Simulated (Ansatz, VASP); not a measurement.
**BN in VASP and in Ansatz**

POSCAR

```
BN
1.0
    2.5009697631      0.0000000000      0.0000000000
   -1.2504848816      2.1659033489      0.0000000000
    0.0000000000      0.0000000000      6.8957976065
B N
2 2
Direct
    0.3333333333      0.6666666667      0.2500000000
    0.6666666667      0.3333333333      0.7500000000
    0.3333333333      0.6666666667      0.7500000000
    0.6666666667      0.3333333333      0.2500000000
```

The input INCAR.step1:

```
PREC     = Accurate       # precision mode
ENCUT    = 520            # plane-wave cutoff, eV
ISMEAR   = -5             # smearing method
SIGMA    = 0.1            # smearing width, eV
LREAL    = F              # projectors in reciprocal space
LASPH    = T              # aspherical terms in the spheres
NELM     = 100            # most SCF steps
NBANDS   = 16             # bands
ISYM     = 0            
GGA      = PE             # functional
ALGO     = Normal         # electronic algorithm
EDIFF    = 1E-4           # SCF threshold, eV
LWAVE    = T              # write WAVECAR
LCHARG   = F              # write CHGCAR
```

File INCAR.step2:

```
PREC     = Accurate       # precision mode
ENCUT    = 520            # plane-wave cutoff, eV
EDIFF    = 1E-7           # SCF threshold, eV
ISMEAR   = -5             # smearing method
SIGMA    = 0.1            # smearing width, eV
LREAL    = F              # projectors in reciprocal space
LASPH    = T              # aspherical terms in the spheres
NELM     = 100            # most SCF steps
ALGO     = Normal         # electronic algorithm
ISIF     = 2              # what is computed and relaxed
LWAVE    = F              # write WAVECAR
LCHARG   = F              # write CHGCAR
METAGGA  = R2SCAN         # meta-GGA
LMIXTAU  = T            
NBANDS   = 16             # bands
ISYM     = 0            
ISTART   = 1
```

KPOINTS

```
regular mesh
0
Gamma
  10 10 4
```

Input for Ansatz:

```yaml
crystal:
  lattice:
    - [2.500969763076, 2.886749681779e-11, 0.0]
    - [-1.250484881563, 2.165903348906, 0.0]
    - [0.0, 0.0, 6.8957976065]
  atoms:
    - { symbol: B, position: [0.3333333333333, 0.6666666666667, 0.25] }
    - { symbol: B, position: [0.6666666666667, 0.3333333333333, 0.75] }
    - { symbol: "N", position: [0.3333333333333, 0.6666666666667, 0.75] }
    - { symbol: "N", position: [0.6666666666667, 0.3333333333333, 0.25] }
  symmetry: { detect: false }
basis:
  ecutwfc: 500
  ecutrho_ratio: 4
kpoints:
  mp_grid: { grid: [10, 10, 4] }
hamiltonian:
  xc: r2scan
scf:
  occupations: { method: tetrahedron }
  lower_state_search: full
output:
  forces: true
  stress: true
  write_density: true
  write_potential: true
  elf: true
  volumetric_format: npy
```

Alike in both runs: task single point; functional r2SCAN; k mesh 10 × 10 × 4; occupations tetrahedron; no spin polarisation.

|  | VASP | Ansatz |
| --- | --- | --- |
| version | VASP 6.6.1 | Ansatz 0.2.0 |
| potentials or method | VASP PAW PBE potentials, release 64 (B, N), cutoff 520 eV | scalar-relativistic, plane waves, PAW |
| valence electrons in the cell | 16 | 16 |

Ansatz gave:

* gap on the k mesh at the Fermi level (eV): 4.88
* pressure (GPa): 0.0
* traceless stress, the component that is largest in VASP (GPa): 0.00

**Question.** What did VASP give for the same quantities?

**Answer.** gap on the k mesh at the Fermi level (eV): 4.92; pressure (GPa): 0.3; traceless stress, the component that is largest in VASP (GPa): -0.65.

VASP's potentials were made for PBE, not for r2SCAN. The functional is the same, so the differences come from potentials, cutoffs and numerics. Ansatz's warnings: band table not solved further, stability check not made, tetrahedron derivatives may miss energy slope.
